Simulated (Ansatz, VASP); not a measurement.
## One calculation of Cd4Se3, two programs

```xyz
7
Lattice="5.6867 0.0000 0.0000 0.0000 5.6867 0.0000 0.0000 0.0000 5.6867" Properties=species:S:1:pos:R:3 pbc="T T T"
Cd    2.8433    2.8433    2.8433
Cd    2.8433    0.0000    0.0000
Cd    0.0000    2.8433    0.0000
Cd    0.0000    0.0000    2.8433
Se    2.8433    2.8433    0.0000
Se    0.0000    2.8433    2.8433
Se    2.8433    0.0000    2.8433
```

Change from the starting cell: species swapped into the W3N4 type (Pm-3m, No. 221).

Alike in both runs: functional PBE; k mesh 3 × 3 × 3; occupations gaussian, width 0.2 eV; no spin polarisation.

Ansatz relaxed the structure, and its values are those at the end. VASP's run is a single point on that final structure, the one shown.

|  | VASP | Ansatz |
| --- | --- | --- |
| version | VASP 6.6.1 | Ansatz 0.2.0 |
| potentials or method | VASP PAW PBE potentials, release 64 (Cd, Se), cutoff 520 eV | scalar-relativistic, plane waves, PAW |
| valence electrons in the cell | 66 | 128 |

Ansatz gave:

```
gap on the k mesh at the Fermi level (eV) : none
pressure (GPa)                            : -0.1
```

Q: What did VASP give for the same quantities?

A: gap on the k mesh at the Fermi level (eV): none; pressure (GPa): 0.2.

A gap of «none» marks a metal or a gap that the smearing closes. VASP's potentials hold 66 valence electrons a cell and Ansatz's 128, so a difference there can come from the potentials and not from the codes.

The k mesh is coarse, so the values compare programs but aren't converged.
